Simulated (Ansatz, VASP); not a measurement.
**Li2O in VASP and in Ansatz**

The input INCAR:

```
ALGO = Normal
EDIFF = 1E-6
ENCUT = 750
GGA = PS
GGA_COMPAT = F
ISIF = 2
ISMEAR = -1
LASPH = T
LCHARG = F
LREAL = F
LWAVE = F
NBANDS = 13
NELM = 120
PREC = Accurate
SIGMA = 0.03
```

Contents of KPOINTS:

```
k-points
0
Gamma
  9 9 9
```

POSCAR

```
Li2O
1.0
    0.0000000000      2.2939995330      2.2939995330
    2.2939995330      0.0000000000      2.2939995330
    2.2939995330      2.2939995330      0.0000000000
Li O
2 1
Direct
    0.2500000000      0.2500000000      0.2500000000
    0.7500000000      0.7500000000      0.7500000000
    0.0000000000      0.0000000000      0.0000000000
```

Input for Ansatz:

```yaml
crystal:
  lattice:
    - [0.0, 2.293999533, 2.293999533]
    - [2.293999533, 0.0, 2.293999533]
    - [2.293999533, 2.293999533, 0.0]
  atoms:
    - { symbol: Li, position: [0.25, 0.25, 0.25] }
    - { symbol: Li, position: [0.75, 0.75, 0.75] }
    - { symbol: O, position: [0.0, 0.0, 0.0] }
kpoints:
  mp_grid: { grid: [9, 9, 9] }
  band_path:
    path:
      - [0.0, 0.0, 0.0]
      - [0.5, 0.0, 0.5]
      - [0.625, 0.25, 0.625]
      - [0.375, 0.375, 0.75]
      - [0.0, 0.0, 0.0]
      - [0.5, 0.5, 0.5]
      - [0.5, 0.25, 0.75]
      - [0.5, 0.0, 0.5]
    npoints: 5
scf:
  occupations: { method: fermi_dirac, width: 0.03 }
hamiltonian:
  xc: pbesol
  pseudopotentials: { kind: all_electron, lapw: { basis_error: 0.0005 } }
output:
  forces: true
  stress: true
  eigenvalues: true
```

Change from the starting cell: volume scaled by 0.98.

Alike in both runs: task single point; functional PBEsol; k mesh 9 × 9 × 9; occupations fermi-dirac, width 0.03 eV; no spin polarisation.

|  | VASP | Ansatz |
| --- | --- | --- |
| version | VASP 6.6.1 | Ansatz 0.2.0 |
| potentials or method | VASP PAW PBE potentials, release 64 (Li_sv, O), cutoff 750 eV | all-electron LAPW, scalar-relativistic |

|  | VASP | Ansatz | Ansatz less VASP |
| --- | --- | --- | --- |
| gap on the k mesh at the Fermi level (eV) | 4.97 | 4.97 | +0.008 |
| pressure (GPa) | -0.3 | -0.6 | -0.21 |

VASP's potentials were made for PBE, not for PBEsol. Ansatz ran all-electron here, and VASP with PAW potentials.
